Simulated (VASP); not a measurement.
# TiO (P6_3/mmc) in VASP: notebook

The runs below take TiO through single point, with r2SCAN.

All numbers are computed with VASP 6.6.1; they aren't measurements. Logs are shortened: lines on timing, memory, paths and dates and some standing lists are left out, and cuts for length are marked.

## 1. The cell of the first run

The structure is hexagonal, space group P6_3/mmc (No. 194). The conventional cell has a = 2.852 Å, b = 2.852 Å, c = 5.568 Å, α = 90.00°, β = 90.00°, γ = 120.00°. Ti (site symmetry -6m2) has 6 O at 2.16 Å and 6 Ti at 2.85 Å within 2.9 Å. Within 2.9 Å of O (site symmetry -3m) lie 6 Ti at 2.16 Å and 8 O at 2.78 to 2.85 Å.

## 2. Single point, r2SCAN

The input, POSCAR:

```
TiO
1.0
    2.8516080131      0.0000000000      0.0000000000
   -1.4258040066      2.4695649810      0.0000000000
    0.0000000000      0.0000000000      5.5675030000
Ti O
2 2
Direct
    0.3333333333      0.6666666667      0.2500000000
    0.6666666667      0.3333333333      0.7500000000
    0.0000000000      0.0000000000      0.0000000000
    0.0000000000      0.0000000000      0.5000000000
```

The input, INCAR.step1:

```
ALGO = Normal ; EDIFF = 1E-4
ENCUT = 520 ; GGA = PE
ISMEAR = 0 ; LASPH = T
LCHARG = F ; LREAL = F
LWAVE = T ; NBANDS = 26
NELM = 100 ; PREC = Accurate
SIGMA = 0.1
```

The input, INCAR.step2:

```
ALGO = Normal ; EDIFF = 1E-7
ENCUT = 520 ; ISIF = 2
ISMEAR = 0 ; ISTART = 1
LASPH = T ; LCHARG = F
LMIXTAU = T ; LREAL = F
LWAVE = F ; METAGGA = R2SCAN
NBANDS = 26 ; NELM = 100
PREC = Accurate ; SIGMA = 0.1
```

The input, KPOINTS:

```
k-points
0
Gamma
  3 3 1
```

Potentials or basis: VASP PAW PBE potentials, release 64 (Ti_sv, O).

Launch:

```
> cat potpaw_PBE.64/Ti_sv/POTCAR potpaw_PBE.64/O/POTCAR > POTCAR
> cp INCAR.step1 INCAR
> mpirun -np 1 vasp_std > vasp.out
> cp INCAR.step2 INCAR
> mpirun -np 1 vasp_std > vasp.out
```

OUTCAR:

```text
EDIFF = 1E-7
   ENCUT = 520
   ISIF = 2
   ISMEAR = 0
   ISTART = 1
   LASPH = T
   LREAL = F
   METAGGA = R2SCAN
   NELM = 100
   PREC = Accurate

 ion  position               nearest neighbor table
   1  0.333  0.667  0.250-   3 2.16   4 2.16   3 2.16   4 2.16   3 2.16   4 2.16
   2  0.667  0.333  0.750-   3 2.16   4 2.16   3 2.16   4 2.16   3 2.16   4 2.16
   3  0.000  0.000  0.000-   1 2.16   2 2.16   2 2.16   1 2.16   2 2.16   1 2.16
   4  0.000  0.000  0.500-   1 2.16   2 2.16   2 2.16   1 2.16   2 2.16   1 2.16

  LATTYP: Found a hexagonal cell.
 ALAT       =     2.8516080131
 C/A-ratio  =     1.9524082463

  Lattice vectors:

 A1 = (   2.8516080131,   0.0000000000,   0.0000000000)
 A2 = (  -1.4258040066,   2.4695649810,   0.0000000000)
 A3 = (   0.0000000000,   0.0000000000,   5.5675030000)

Analysis of symmetry for initial positions (statically):
=====================================================================
 Subroutine PRICEL returns:
 Original cell was already a primitive cell.

 Routine SETGRP: Setting up the symmetry group for a
 hexagonal supercell.

 Subroutine GETGRP returns: Found 24 space group operations
 (whereof 12 operations were pure point group operations)
 out of a pool of 24 trial point group operations.

The static configuration has the point symmetry D_3d.
 The point group associated with its full space group is D_6h.

Analysis of symmetry for dynamics (positions and initial velocities):
=====================================================================
 Subroutine PRICEL returns:
 Original cell was already a primitive cell.

 Routine SETGRP: Setting up the symmetry group for a
 hexagonal supercell.

 Subroutine GETGRP returns: Found 24 space group operations
 (whereof 12 operations were pure point group operations)
 out of a pool of 24 trial point group operations.

The dynamic configuration has the point symmetry D_3d.
 The point group associated with its full space group is D_6h.

 Subroutine INISYM returns: Found 24 space group operations
 (whereof 12 operations are pure point group operations),
 and found     1 'primitive' translations

----------------------------------------------------------------------------------------

                                     Primitive cell

  volume of cell :      39.2076

  direct lattice vectors                    reciprocal lattice vectors
     2.851608013  0.000000000  0.000000000     0.350679334  0.202464808  0.000000000
    -1.425804007  2.469564981  0.000000000     0.000000000  0.404929616  0.000000000
     0.000000000  0.000000000  5.567503000     0.000000000  0.000000000  0.179613733

  length of vectors
     2.851608013  2.851608013  5.567503000     0.404929616  0.404929616  0.179613733

  position of ions in fractional coordinates (direct lattice)
     0.333333333  0.666666667  0.250000000
     0.666666667  0.333333333  0.750000000
     0.000000000  0.000000000  0.000000000
     0.000000000  0.000000000  0.500000000

  ion indices of the primitive-cell ions
   primitive index   ion index
                 1           1
                 2           2
                 3           3
                 4           4

----------------------------------------------------------------------------------------

 KPOINTS: k-points

Automatic generation of k-mesh.
 Grid dimensions read from file:
 generate k-points for:    3    3    1

 Generating k-lattice:

  Cartesian coordinates                     Fractional coordinates (reciprocal lattice)
     0.116893111  0.067488269  0.000000000     0.333333333  0.000000000  0.000000000
     0.000000000  0.134976539  0.000000000     0.000000000  0.333333333  0.000000000
     0.000000000  0.000000000  0.179613733     0.000000000  0.000000000  1.000000000

  Length of vectors
     0.134976539  0.134976539  0.179613733

  Shift w.r.t. Gamma in fractional coordinates (k-lattice)
     0.000000000  0.000000000  0.000000000

 Subroutine IBZKPT returns following result:
 ===========================================

 Found      3 irreducible k-points:

 Following reciprocal coordinates:
            Coordinates               Weight
  0.000000  0.000000  0.000000      1.000000
  0.333333  0.000000  0.000000      6.000000
  0.333333  0.333333  0.000000      2.000000
   k-points           NKPTS =      3   k-points in BZ     NKDIM =      3   number of bands    NBANDS=     26
   number of dos      NEDOS =    301   number of ions     NIONS =      4
   total plane-waves  NPLWV =  24192
   dimension x,y,z NGX =    24 NGY =   24 NGZ =   42
   dimension x,y,z NGXF=    48 NGYF=   48 NGZF=   84
   ions per type =               2   2
   NGX,Y,Z   is equivalent  to a cutoff of  13.99, 13.99, 12.54 a.u.
   NGXF,Y,Z  is equivalent  to a cutoff of  27.98, 27.98, 25.08 a.u.
 SYSTEM =  unknown system
   PREC   = accura    normal or accurate (medium, high low for compatibility)
   ISTART =      1    job   : 0-new  1-cont  2-samecut
   ICHARG =      0    charge: 1-file 2-atom 10-const
   ISPIN  =      1    spin polarized calculation?
   LNONCOLLINEAR =      F non collinear calculations
   LSORBIT =      F    spin-orbit coupling
   LASPH  =      T    aspherical Exc in radial PAW
   ENCUT  =  520.0 eV  38.22 Ry    6.18 a.u.   5.30  5.30 10.35*2*pi/ulx,y,z
   NELM   =    100;   NELMIN=  2; NELMDL=  0     # of ELM steps
   EDIFF  = 0.1E-06   stopping-criterion for ELM
   LREAL  =      F    real-space projection
   EDIFFG = 0.1E-05   stopping-criterion for IOM
   NSW    =      0    number of steps for IOM
   IBRION =     -1    ionic relax: 0-MD 1-quasi-New 2-CG
   NFREE  =      0    steps in history (QN), initial steepest desc. (CG)
   ISIF   =      2    stress and relaxation
   ISYM   =      2    0-nonsym 1-usesym 2-fastsym
   POTIM  = 0.5000    time-step for ionic-motion
   TEBEG  =    0.0;   TEEND  =   0.0 temperature during run
   PSTRESS=    0.0 pullay stress
   NELECT =      36.0000    total number of electrons
   NUPDOWN=      -1.0000    fix difference up-down
   EMIN   =  10.00;   EMAX   =-10.00  energy-range for DOS
   EFERMI =   0.00;   METHOD = LEGACY
   ISMEAR =     0;   SIGMA  =   0.10  broadening in eV -4-tet -1-fermi 0-gaus
   EFERMI_NEDOS =   21; number of points for ismear=-14 and -15
   IALGO  =     38    algorithm
   IMIX   =      4    mixing-type and parameters
     AMIX     =   0.40;   BMIX     =  1.00
     AMIX_MAG =   1.60;   BMIX_MAG =  1.00
  volume/ion in A,a.u.               =       9.80        66.15
  Fermi-wavevector in a.u.,A,eV,Ry     =   1.591178  3.006890 34.447873  2.531847
  Thomas-Fermi vector in A             =   2.689758
   LORBIT       =      0    0 simple, 1 ext, 2 COOP (PROOUT), +10 PAW based schemes
   METAGGA = R2SCAN    functional components
   LHFCALC =     F    Hartree Fock is set to
   AEXX    =    0.0000 exact exchange contribution
   IVDW    =     0    specifies the selected vdW correction
   LEPSILON=     F    determine dielectric tensor
   LRPA    =     F    only Hartree local field effects (RPA)
 non-spin polarized calculation
 Gauss-broadening in eV      SIGMA  =   0.10
  energy-cutoff  :      520.00
  volume of cell :       39.21
 maximum number of plane-waves:      1065
 NGX is ok and might be reduce to    24
   NGX = 11   NGY = 11   NGZ = 21

 number of electron      35.9999992 magnetization

 Free energy of the ion-electron system (eV)
  ---------------------------------------------------
  ext. energy  EPLUGINS =         0.00000000
  ---------------------------------------------------
  free energy    TOTEN  =       -48.18990943 eV

  energy without entropy =      -48.17355656  energy(sigma->0) =      -48.18173300

 E-fermi :  11.2927     XC(G=0): -13.5718

 val. band max:       11.0744690154   @ k =   0.3333   0.0000   0.0000
 cond. band min:      11.3057573679   @ k =   0.0000   0.0000   0.0000
 fundamental gap:      0.2312883525
 Fermi energy:        11.2926993256

 k-point     1 :       0.0000    0.0000    0.0000
  band No.  band energies     occupation
      1     -48.7804      2.00000
      2     -48.7376      2.00000
      3     -24.4961      2.00000
      4     -24.0163      2.00000
      5     -23.6071      2.00000
      6     -23.6071      2.00000
[... 18 lines left out ...]
     25      13.3252      0.00000
     26      14.6286      0.00000

 k-point     2 :       0.3333    0.0000    0.0000
  band No.  band energies     occupation
      1     -48.6859      2.00000
      2     -48.6622      2.00000
      3     -24.2371      2.00000
      4     -24.2067      2.00000
      5     -24.1052      2.00000
      6     -23.9926      2.00000
[... 18 lines left out ...]
     25      14.5346      0.00000
     26      15.0077      0.00000

 k-point     3 :       0.3333    0.3333    0.0000
  band No.  band energies     occupation
      1     -48.6311      2.00000
      2     -48.6311      2.00000
      3     -24.2296      2.00000
      4     -24.0636      2.00000
      5     -24.0636      2.00000
      6     -24.0544      2.00000
[... 18 lines left out ...]
     25      14.8703      0.00000
     26      15.3160      0.00000

------------------------ aborting loop because EDIFF is reached ----------------------------------------

  FORCE on cell =-STRESS in cart. coord.  units (eV):
  Direction    XX          YY          ZZ          XY          YZ          ZX
  --------------------------------------------------------------------------------------
  -------------------------------------------------------------------------------------
  Total       -1.2117525     -1.2117525      1.4971331      0.0000000     -0.0000000      0.0000000
  in kB      -49.5169347    -49.5169347     61.1787026      0.0000000     -0.0000000      0.0000000
  external PRESSURE =     -12.6183889 kB  Pullay stress =       0.0000000 kB

 VOLUME and BASIS-vectors are now :
 -----------------------------------------------------------------------------
  energy-cutoff  :      520.00
  volume of cell :       39.21
      direct lattice vectors                 reciprocal lattice vectors
     2.851608013  0.000000000  0.000000000     0.350679334  0.202464808  0.000000000
    -1.425804007  2.469564981  0.000000000     0.000000000  0.404929616  0.000000000
     0.000000000  0.000000000  5.567503000     0.000000000  0.000000000  0.179613733

 POSITION                                       TOTAL-FORCE (eV/Angst)
 -----------------------------------------------------------------------------------
     -0.00000      1.64638      1.39188        -0.000000      0.000000      0.000000
      1.42580      0.82319      4.17563         0.000000     -0.000000      0.000000
      0.00000      0.00000      0.00000         0.000000      0.000000      0.000000
      0.00000      0.00000      2.78375         0.000000      0.000000      0.000000
 -----------------------------------------------------------------------------------
    total drift:                               -0.000000      0.000000     -0.000000

  FREE ENERGIE OF THE ION-ELECTRON SYSTEM (eV)
  ---------------------------------------------------
  free  energy   TOTEN  =       -48.1899094347 eV

  energy  without entropy=      -48.1735565599  energy(sigma->0) =      -48.18173300
```

Run time: 26 s. Hardware: 1 thread of Intel Xeon Platinum 8559C (Emerald Rapids), shared host; peak memory 0.16 GiB.

What came out:

```
Free energy            : -48.1899 eV
Pressure               : -1.3 GPa
Band gap on the k mesh : zero (filled and empty bands touch)
```

Caveat: the k points lie up to 1.13 Å⁻¹ apart; the PAW data sets were made with another functional, which shifts forces and pressure a little; semilocal functionals often make such compounds metallic where correlation or magnetic order opens a gap, which also shifts bond lengths.

## 3. Single point, r2SCAN

POSCAR is that of step 2.

The input, INCAR.step1:

```
PREC = Accurate
ENCUT = 520
ISMEAR = 0
SIGMA = 0.1
LREAL = F
LASPH = T
NELM = 80
NBANDS = 26
GGA = PE
ALGO = Normal
EDIFF = 1E-4
LWAVE = T
LCHARG = F
```

The input, INCAR.step2:

```
PREC = Accurate
ENCUT = 520
EDIFF = 1E-6
ISMEAR = 0
SIGMA = 0.1
LREAL = F
LASPH = T
NELM = 80
ALGO = Normal
ISIF = 2
LWAVE = F
LCHARG = T
METAGGA = R2SCAN
LMIXTAU = T
LELF = T
LVHAR = T
NBANDS = 26
ISTART = 1
```

The input, KPOINTS:

```
regular mesh
0
Gamma
  3 3 2
```

Potentials or basis: VASP PAW PBE potentials, release 64 (Ti_sv, O).

Launch:

```
> cat potpaw_PBE.64/Ti_sv/POTCAR potpaw_PBE.64/O/POTCAR > POTCAR
> cp INCAR.step1 INCAR
> mpirun -np 1 vasp_std > vasp.out
> cp INCAR.step2 INCAR
> mpirun -np 1 vasp_std > vasp.out
```

Wall time 29 s (1 thread of Intel Xeon Platinum 8559C (Emerald Rapids), shared host); peak memory 0.16 GiB.

The run converged. Its results:

```
Free energy            : -48.4344 eV
Pressure               : -2.4 GPa
Band gap on the k mesh : zero (filled and empty bands touch)
```

Stress tensor (GPa, compression positive):
```
-2.96  0.00  0.00
 0.00 -2.96  0.00
 0.00  0.00 -1.27
```

Levels at points of the mesh, in eV from the Fermi level:
| k point | band 15 | band 16 | band 17 | band 18 | band 19 | band 20 | band 21 | band 22 |
| --- | --- | --- | --- | --- | --- | --- | --- | --- |
| (0.00, 0.00, 0.00) | -5.52 | -5.48 | -2.01 | 0.01 | 0.01 | 0.08 | 1.24 | 1.24 |
| (0.00, 0.00, 0.50) | -5.79 | -5.79 | -0.56 | -0.56 | 0.88 | 0.88 | 0.88 | 0.88 |

Caveat: the k points lie up to 0.85 Å⁻¹ apart; the PAW data sets were made with another functional, which shifts forces and pressure a little; semilocal functionals often make such compounds metallic where correlation or magnetic order opens a gap, which also shifts bond lengths.

## 4. Single point, r2SCAN

POSCAR is that of step 3.

The input, INCAR.step1:

```
ALGO = Normal ; EDIFF = 1E-4
ENCUT = 520 ; GGA = PE
ISMEAR = 0 ; LASPH = T
LCHARG = F ; LREAL = F
LWAVE = T ; NBANDS = 26
NELM = 80 ; PREC = Accurate
SIGMA = 0.1
```

The input, INCAR.step2:

```
ALGO = Normal ; EDIFF = 1E-6
ENCUT = 520 ; ISIF = 2
ISMEAR = 0 ; ISTART = 1
LASPH = T ; LCHARG = F
LMIXTAU = T ; LREAL = F
LWAVE = F ; METAGGA = R2SCAN
NBANDS = 26 ; NELM = 80
PREC = Accurate ; SIGMA = 0.1
```

The input, KPOINTS:

```
k-points
0
Gamma
  6 6 2
```

Launch:

```
> cat potpaw_PBE.64/Ti_sv/POTCAR potpaw_PBE.64/O/POTCAR > POTCAR
> cp INCAR.step1 INCAR
> mpirun -np 1 vasp_std > vasp.out
> cp INCAR.step2 INCAR
> mpirun -np 1 vasp_std > vasp.out
```

Wall time 46 s (1 thread of Intel Xeon Platinum 8559C (Emerald Rapids), shared host); peak memory 0.17 GiB.

The run converged. Its results:

- Free energy: -48.6439 eV
- Pressure: -3.7 GPa
- Band gap on the k mesh: zero (filled and empty bands touch)

Stress tensor (GPa, compression positive):
```
-4.10  0.00  0.00
 0.00 -4.10  0.00
 0.00  0.00 -2.84
```

Levels at points of the mesh, in eV from the Fermi level:
| k point | band 14 | band 15 | band 16 | band 17 | band 18 | band 19 | band 20 | band 21 | band 22 | band 23 |
| --- | --- | --- | --- | --- | --- | --- | --- | --- | --- | --- |
| (0.00, 0.00, 0.00) | -5.64 | -5.64 | -5.60 | -2.09 | -0.08 | -0.08 | -0.01 | 1.17 | 1.17 | 1.64 |
| (0.50, 0.00, 0.00) | -6.97 | -6.13 | -5.82 | -2.78 | -0.08 | 1.04 | 1.77 | 2.09 | 2.41 | 2.80 |
| (0.00, 0.00, 0.50) | -5.92 | -5.92 | -5.92 | -0.64 | -0.64 | 0.78 | 0.78 | 0.78 | 0.78 | 2.30 |
| (0.50, 0.00, 0.50) | -7.58 | -6.44 | -6.44 | -1.39 | -1.39 | 2.16 | 2.16 | 2.37 | 2.37 | 2.41 |

Caveat: the k points lie up to 0.56 Å⁻¹ apart; the PAW data sets were made with another functional, which shifts forces and pressure a little; semilocal functionals often make such compounds metallic where correlation or magnetic order opens a gap, which also shifts bond lengths.

(Part 1 of 2 ends here.)
